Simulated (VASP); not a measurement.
# K (Im-3m) in VASP: a series of runs

K is run at these levels: PBEsol+D3(BJ); tasks: single point.

Everything below comes from runs of VASP 6.6.1. Logs are shortened: lines on timing, memory, paths and dates and some standing lists are left out, and cuts for length are marked.

## 1. The cell of the first run

Symmetry: Im-3m, No. 229, cubic system. The conventional cell has a = 5.089 Å, b = 5.089 Å, c = 5.089 Å, α = 90.00°, β = 90.00°, γ = 90.00°. K (site symmetry m-3m) has 14 K at 4.41 to 5.09 Å within 5.8 Å.

## 2. Single point, PBEsol+D3(BJ)

The input, INCAR:

```
SYSTEM = K
ALGO = Normal
EDIFF = 1E-7
ENCUT = 520
GGA = PS
ISIF = 2
ISMEAR = -1
IVDW = 12
LASPH = .TRUE.
LCHARG = .FALSE.
LREAL = .FALSE.
LWAVE = .FALSE.
NBANDS = 10
NELM = 60
PREC = Accurate
SIGMA = 0.05
```

The input, KPOINTS:

```
k-points
0
G
  13 13 13
  0 0 0
```

The input, POSCAR:

```
K
1.0
   -2.5444982324      2.5444982324      2.5444982324
    2.5444982324     -2.5444982324      2.5444982324
    2.5444982324      2.5444982324     -2.5444982324
K
1
Direct
    0.0000000000      0.0000000000      0.0000000000
```

Potentials or basis: VASP PAW PBE potentials, release 64 (K_sv).

Launch:

```bash
$ cat potpaw_PBE.64/K_sv/POTCAR > POTCAR
$ mpirun -np 1 vasp_std > vasp.out
```

OUTCAR:

```text
SYSTEM = K
   EDIFF = 1E-7
   ENCUT = 520
   GGA = PS
   ISIF = 2
   ISMEAR = -1
   IVDW = 12
   LASPH = .TRUE.
   LREAL = .FALSE.
   NELM = 60
   PREC = Accurate
 IVDW          = 12

 ion  position               nearest neighbor table
   1  0.000  0.000  0.000-

  LATTYP: Found a body centered cubic cell.
 ALAT       =     5.0889964648

  Lattice vectors:

 A1 = (  -2.5444982324,   2.5444982324,   2.5444982324)
 A2 = (   2.5444982324,  -2.5444982324,   2.5444982324)
 A3 = (   2.5444982324,   2.5444982324,  -2.5444982324)

Analysis of symmetry for initial positions (statically):
=====================================================================
 Subroutine PRICEL returns:
 Original cell was already a primitive cell.

 Routine SETGRP: Setting up the symmetry group for a
 body centered cubic supercell.

 Subroutine GETGRP returns: Found 48 space group operations
 (whereof 48 operations were pure point group operations)
 out of a pool of 48 trial point group operations.

The static configuration has the point symmetry O_h .

Analysis of symmetry for dynamics (positions and initial velocities):
=====================================================================
 Subroutine PRICEL returns:
 Original cell was already a primitive cell.

 Routine SETGRP: Setting up the symmetry group for a
 body centered cubic supercell.

 Subroutine GETGRP returns: Found 48 space group operations
 (whereof 48 operations were pure point group operations)
 out of a pool of 48 trial point group operations.

The dynamic configuration has the point symmetry O_h .

 Subroutine INISYM returns: Found 48 space group operations
 (whereof 48 operations are pure point group operations),
 and found     1 'primitive' translations

----------------------------------------------------------------------------------------

                                     Primitive cell

  volume of cell :      65.8971

  direct lattice vectors                    reciprocal lattice vectors
    -2.544498232  2.544498232  2.544498232     0.000000000  0.196502396  0.196502396
     2.544498232 -2.544498232  2.544498232     0.196502396  0.000000000  0.196502396
     2.544498232  2.544498232 -2.544498232     0.196502396  0.196502396  0.000000000

  length of vectors
     4.407200218  4.407200218  4.407200218     0.277896354  0.277896354  0.277896354

  position of ions in fractional coordinates (direct lattice)
     0.000000000  0.000000000  0.000000000

  ion indices of the primitive-cell ions
   primitive index   ion index
                 1           1

----------------------------------------------------------------------------------------

 KPOINTS: k-points

Automatic generation of k-mesh.
 Grid dimensions read from file:
 generate k-points for:   13   13   13

 Generating k-lattice:

  Cartesian coordinates                     Fractional coordinates (reciprocal lattice)
     0.000000000  0.015115569  0.015115569     0.076923077  0.000000000  0.000000000
     0.015115569  0.000000000  0.015115569     0.000000000  0.076923077  0.000000000
     0.015115569  0.015115569  0.000000000     0.000000000  0.000000000  0.076923077

  Length of vectors
     0.021376643  0.021376643  0.021376643

  Shift w.r.t. Gamma in fractional coordinates (k-lattice)
     0.000000000  0.000000000  0.000000000

 Subroutine IBZKPT returns following result:
 ===========================================

 Found     84 irreducible k-points:

 Following reciprocal coordinates:
            Coordinates               Weight
  0.000000  0.000000  0.000000      1.000000
  0.076923  0.000000  0.000000     12.000000
  0.153846  0.000000  0.000000     12.000000
  0.230769  0.000000  0.000000     12.000000
  0.307692  0.000000  0.000000     12.000000
  0.384615  0.000000  0.000000     12.000000
[... 16 lines left out ...]
  0.153846  0.076923  0.076923     24.000000
  0.230769  0.076923  0.076923     24.000000
 [... further k-points ...]
   k-points           NKPTS =     84   k-points in BZ     NKDIM =     84   number of bands    NBANDS=     10
   number of dos      NEDOS =    301   number of ions     NIONS =      1
   total plane-waves  NPLWV =  46656
   dimension x,y,z NGX =    36 NGY =   36 NGZ =   36
   dimension x,y,z NGXF=    72 NGYF=   72 NGZF=   72
   ions per type =               1
   NGX,Y,Z   is equivalent  to a cutoff of  13.58, 13.58, 13.58 a.u.
   NGXF,Y,Z  is equivalent  to a cutoff of  27.16, 27.16, 27.16 a.u.
 SYSTEM =  K
   PREC   = accura    normal or accurate (medium, high low for compatibility)
   ISTART =      0    job   : 0-new  1-cont  2-samecut
   ICHARG =      2    charge: 1-file 2-atom 10-const
   ISPIN  =      1    spin polarized calculation?
   LNONCOLLINEAR =      F non collinear calculations
   LSORBIT =      F    spin-orbit coupling
   LASPH  =      T    aspherical Exc in radial PAW
   ENCUT  =  520.0 eV  38.22 Ry    6.18 a.u.   8.19  8.19  8.19*2*pi/ulx,y,z
   NELM   =     60;   NELMIN=  2; NELMDL= -5     # of ELM steps
   EDIFF  = 0.1E-06   stopping-criterion for ELM
   LREAL  =      F    real-space projection
   EDIFFG = 0.1E-05   stopping-criterion for IOM
   NSW    =      0    number of steps for IOM
   IBRION =     -1    ionic relax: 0-MD 1-quasi-New 2-CG
   NFREE  =      0    steps in history (QN), initial steepest desc. (CG)
   ISIF   =      2    stress and relaxation
   ISYM   =      2    0-nonsym 1-usesym 2-fastsym
   POTIM  = 0.5000    time-step for ionic-motion
   TEBEG  =    0.0;   TEEND  =   0.0 temperature during run
   PSTRESS=    0.0 pullay stress
   NELECT =       9.0000    total number of electrons
   NUPDOWN=      -1.0000    fix difference up-down
   EMIN   =  10.00;   EMAX   =-10.00  energy-range for DOS
   EFERMI =   0.00;   METHOD = LEGACY
   ISMEAR =    -1;   SIGMA  =   0.05  broadening in eV -4-tet -1-fermi 0-gaus
   EFERMI_NEDOS =   21; number of points for ismear=-14 and -15
   IALGO  =     38    algorithm
   IMIX   =      4    mixing-type and parameters
     AMIX     =   0.40;   BMIX     =  1.00
     AMIX_MAG =   1.60;   BMIX_MAG =  1.00
  volume/ion in A,a.u.               =      65.90       444.70
  Fermi-wavevector in a.u.,A,eV,Ry     =   0.843076  1.593183  9.670716  0.710778
  Thomas-Fermi vector in A             =   1.957886
   LORBIT       =      0    0 simple, 1 ext, 2 COOP (PROOUT), +10 PAW based schemes
   GGA     = PS    functional components
   LHFCALC =     F    Hartree Fock is set to
   AEXX    =    0.0000 exact exchange contribution
   IVDW    =    12    specifies the selected vdW correction
   LEPSILON=     F    determine dielectric tensor
   LRPA    =     F    only Hartree local field effects (RPA)
 non-spin polarized calculation
  energy-cutoff  :      520.00
  volume of cell :       65.90
 maximum number of plane-waves:      1794
 NGX is ok and might be reduce to    36
   NGX = 17   NGY = 17   NGZ = 17

 number of electron       9.0000001 magnetization

 Free energy of the ion-electron system (eV)
  ---------------------------------------------------
  ext. energy  EPLUGINS =         0.00000000
  ---------------------------------------------------
  free energy    TOTEN  =        -1.13165204 eV

  energy without entropy =       -1.12527612  energy(sigma->0) =       -1.12846408

 E-fermi :   0.1009     XC(G=0):  -5.9777

 val. band max:        0.0519964146   @ k =  -0.3077   0.3077   0.3077
 cond. band min:       0.1158481309   @ k =  -0.3077   0.3846   0.2308
 fundamental gap:      0.0638517163
 Fermi energy:         0.1008509645

 k-point     1 :       0.0000    0.0000    0.0000
  band No.  band energies     occupation
      1     -31.8483      2.00000
      2     -15.3484      2.00000
      3     -15.3484      2.00000
      4     -15.3484      2.00000
      5      -2.2385      2.00000
      6       4.4791      0.00000
      7       4.4791      0.00000
      8       4.4791      0.00000
      9       5.4726      0.00000
     10       5.4726      0.00000

 k-point     2 :       0.0769    0.0000    0.0000
  band No.  band energies     occupation
      1     -31.8479      2.00000
      2     -15.3543      2.00000
      3     -15.3503      2.00000
      4     -15.3484      2.00000
      5      -2.1577      2.00000
      6       4.3699      0.00000
      7       4.3754      0.00000
      8       4.5466      0.00000
      9       5.3215      0.00000
     10       5.4528      0.00000

 k-point     3 :       0.1538    0.0000    0.0000
  band No.  band energies     occupation
      1     -31.8468      2.00000
      2     -15.3707      2.00000
      3     -15.3557      2.00000
      4     -15.3485      2.00000
      5      -1.9191      2.00000
      6       3.9356      0.00000
      7       4.1246      0.00000
      8       4.7473      0.00000
      9       5.2065      0.00000
     10       5.4197      0.00000

 k-point     4 :       0.2308    0.0000    0.0000
  band No.  band energies     occupation
      1     -31.8452      2.00000
      2     -15.3935      2.00000
      3     -15.3631      2.00000
      4     -15.3485      2.00000
      5      -1.5336      2.00000
      6       3.2690      0.00000
      7       3.8325      0.00000
      8       5.0760      0.00000
      9       5.2644      0.00000
     10       5.4246      0.00000

 k-point     5 :       0.3077    0.0000    0.0000
  band No.  band energies     occupation
      1     -31.8435      2.00000
      2     -15.4174      2.00000
      3     -15.3710      2.00000
      4     -15.3485      2.00000
      5      -1.0193      2.00000
      6       2.5422      0.00000
      7       3.5728      0.00000
      8       5.3339      0.00000
      9       5.5079      0.00000
     10       5.5243      0.00000

 k-point     6 :       0.3846    0.0000    0.0000
  band No.  band energies     occupation
      1     -31.8421      2.00000
      2     -15.4370      2.00000
      3     -15.3776      2.00000
      4     -15.3485      2.00000
      5      -0.4020      1.99991
      6       1.8038      0.00000
      7       3.3845      0.00000
      8       5.2967      0.00000
      9       5.6894      0.00000
     10       6.0805      0.00000
[... 183 lines left out ...]
 k-point    21 :       0.3077    0.3077    0.0000
  band No.  band energies     occupation
      1     -31.8404      2.00000
      2     -15.4251      2.00000
      3     -15.4094      2.00000
      4     -15.3608      2.00000
      5       0.9945      0.00000
      6       1.4932      0.00000
      7       1.9339      0.00000
      8       5.0029      0.00000
      9       5.5445      0.00000
     10       5.8020      0.00000

 k-point    22 :       0.0769    0.0769    0.0769
  band No.  band energies     occupation
      1     -31.8461      2.00000
      2     -15.3821      2.00000
      3     -15.3527      2.00000
      4     -15.3527      2.00000
      5      -1.7629      2.00000
      6       3.7828      0.00000
      7       3.7828      0.00000
      8       4.8830      0.00000
      9       5.3764      0.00000
     10       5.3764      0.00000

 k-point    23 :       0.1538    0.0769    0.0769
  band No.  band energies     occupation
      1     -31.8447      2.00000
      2     -15.4014      2.00000
      3     -15.3604      2.00000
      4     -15.3530      2.00000
      5      -1.3824      2.00000
      6       3.2108      0.00000
      7       3.4663      0.00000
      8       5.1428      0.00000
      9       5.4027      0.00000
     10       5.5450      0.00000

 k-point    24 :       0.2308    0.0769    0.0769
  band No.  band energies     occupation
      1     -31.8432      2.00000
      2     -15.4200      2.00000
      3     -15.3703      2.00000
      4     -15.3534      2.00000
      5      -0.8738      2.00000
      6       2.5579      0.00000
      7       3.2129      0.00000
      8       5.3404      0.00000
      9       5.5499      0.00000
     10       5.6863      0.00000

 [... further k-points ...]

------------------------ aborting loop because EDIFF is reached ----------------------------------------

 Edisp (eV)   -0.13769

 E8    (eV) :    -0.1028

  FORCE on cell =-STRESS in cart. coord.  units (eV):
  Direction    XX          YY          ZZ          XY          YZ          ZX
  --------------------------------------------------------------------------------------
  -------------------------------------------------------------------------------------
  Total      -0.01168    -0.01168    -0.01168    -0.00000     0.00000    -0.00000
  in kB      -0.28397    -0.28397    -0.28397    -0.00000     0.00000    -0.00000
  external pressure =       -0.28 kB  Pullay stress =        0.00 kB

 VOLUME and BASIS-vectors are now :
 -----------------------------------------------------------------------------
  energy-cutoff  :      520.00
  volume of cell :       65.90
      direct lattice vectors                 reciprocal lattice vectors
    -2.544498232  2.544498232  2.544498232     0.000000000  0.196502396  0.196502396
     2.544498232 -2.544498232  2.544498232     0.196502396  0.000000000  0.196502396
     2.544498232  2.544498232 -2.544498232     0.196502396  0.196502396  0.000000000

 POSITION                                       TOTAL-FORCE (eV/Angst)
 -----------------------------------------------------------------------------------
      0.00000      0.00000      0.00000        -0.000000     -0.000000      0.000000
 -----------------------------------------------------------------------------------
    total drift:                               -0.000000      0.000000      0.000000

  FREE ENERGIE OF THE ION-ELECTRON SYSTEM (eV)
  ---------------------------------------------------
  free  energy   TOTEN  =        -1.2693382136 eV

  energy  without entropy=       -1.2629622884  energy(sigma->0) =       -1.26615025
```

Run time: 24 s. Hardware: 1 thread of Intel Xeon 6975P-C (Granite Rapids), shared host; peak memory 0.23 GiB.

What came out:

| Quantity | Value |
| --- | --- |
| Free energy | -1.2693 eV |
| Pressure | 0.0 GPa |
| Dispersion energy per atom | -0.138 eV |

Caveat: three body term missing; the PAW data sets were made with another functional, which shifts forces and pressure a little; pairwise dispersion overbinds metals, which lowers pressure and volume.

## 3. Single point, PBEsol+D3(BJ)

This run uses another cell than the first one, of 71.32 Å³/atom, 1.082 times its volume.

The input, INCAR:

```
SYSTEM = K
  ALGO = Normal
  EDIFF = 1E-6
  ENCUT = 520
  GGA = PS
  ISIF = 2
  ISMEAR = -1
  IVDW = 12
  LASPH = .TRUE.
  LCHARG = .FALSE.
  LREAL = .FALSE.
  LWAVE = .FALSE.
  NBANDS = 10
  NELM = 80
  PREC = Accurate
  SIGMA = 0.05
```

KPOINTS is that of step 2.

The input, POSCAR:

```
K
1.0
   -2.6125000000      2.6125000000      2.6125000000
    2.6125000000     -2.6125000000      2.6125000000
    2.6125000000      2.6125000000     -2.6125000000
K
1
Direct
    0.0000000000      0.0000000000      0.0000000000
```

Potentials or basis: VASP PAW PBE potentials, release 64 (K_sv).

Launch:

```bash
$ cat potpaw_PBE.64/K_sv/POTCAR > POTCAR
$ mpirun -np 1 vasp_std > vasp.out
```

OUTCAR:

```text
SYSTEM = K
   EDIFF = 1E-6
   ENCUT = 520
   GGA = PS
   ISIF = 2
   ISMEAR = -1
   IVDW = 12
   LASPH = .TRUE.
   LREAL = .FALSE.
   NELM = 80
   PREC = Accurate
 IVDW          = 12

 ion  position               nearest neighbor table
   1  0.000  0.000  0.000-

  LATTYP: Found a body centered cubic cell.
 ALAT       =     5.2250000000

  Lattice vectors:

 A1 = (  -2.6125000000,   2.6125000000,   2.6125000000)
 A2 = (   2.6125000000,  -2.6125000000,   2.6125000000)
 A3 = (   2.6125000000,   2.6125000000,  -2.6125000000)

[... 490 lines left out ...]

 [... further k-points ...]

------------------------ aborting loop because EDIFF is reached ----------------------------------------

 Edisp (eV)   -0.12746

 E8    (eV) :    -0.0953

  FORCE on cell =-STRESS in cart. coord.  units (eV):
  Direction    XX          YY          ZZ          XY          YZ          ZX
  --------------------------------------------------------------------------------------
  -------------------------------------------------------------------------------------
  Total      -0.13707    -0.13707    -0.13707    -0.00000     0.00000     0.00000
  in kB      -3.07913    -3.07913    -3.07913    -0.00000     0.00000     0.00000
  external pressure =       -3.08 kB  Pullay stress =        0.00 kB

 VOLUME and BASIS-vectors are now :
 -----------------------------------------------------------------------------
  energy-cutoff  :      520.00
  volume of cell :       71.32
      direct lattice vectors                 reciprocal lattice vectors
    -2.612500000  2.612500000  2.612500000     0.000000000  0.191387560  0.191387560
     2.612500000 -2.612500000  2.612500000     0.191387560  0.000000000  0.191387560
     2.612500000  2.612500000 -2.612500000     0.191387560  0.191387560  0.000000000

 POSITION                                       TOTAL-FORCE (eV/Angst)
 -----------------------------------------------------------------------------------
      0.00000      0.00000      0.00000         0.000000     -0.000000      0.000000
 -----------------------------------------------------------------------------------
    total drift:                               -0.000000      0.000000      0.000000

  FREE ENERGIE OF THE ION-ELECTRON SYSTEM (eV)
  ---------------------------------------------------
  free  energy   TOTEN  =        -1.2637962007 eV

  energy  without entropy=       -1.2571889112  energy(sigma->0) =       -1.26049256
```

stdout:

```text
POSCAR found type information on POSCAR K
 POSCAR found :  1 types and       1 ions
 scaLAPACK will be used
 -----------------------------------------------------------------------------
|                                                                             |
|                                                                             |
|     You enforced a specific xc type in the INCAR file but a different       |
|     I HOPE YOU KNOW WHAT YOU ARE DOING!                                     |
|                                                                             |
 -----------------------------------------------------------------------------

 LDA part: xc-table for (Slater+PW92), standard interpolation
 POSCAR, INCAR and KPOINTS ok, starting setup
 FFT: planning ... GRIDC
 FFT: planning ... GRID_SOFT
 FFT: planning ... GRID
 WAVECAR not read
 entering main loop
```

Run time: 20 s. Hardware: 1 thread of Intel Xeon 6975P-C (Granite Rapids), shared host; peak memory 0.23 GiB.

Results:

- Free energy: -1.2638 eV
- Pressure: -0.3 GPa
- Dispersion energy per atom: -0.127 eV

Levels at points of the mesh, in eV from the Fermi level:
```tsv
k point	band 1	band 2	band 3	band 4	band 5	band 6	band 7	band 8	band 9
(0.00, 0.00, 0.00)	-31.99	-15.50	-15.50	-15.50	-2.22	4.31	4.31	4.31	5.25
```

Caveat: three body term missing; the PAW data sets were made with another functional, which shifts forces and pressure a little; pairwise dispersion overbinds metals, which lowers pressure and volume.
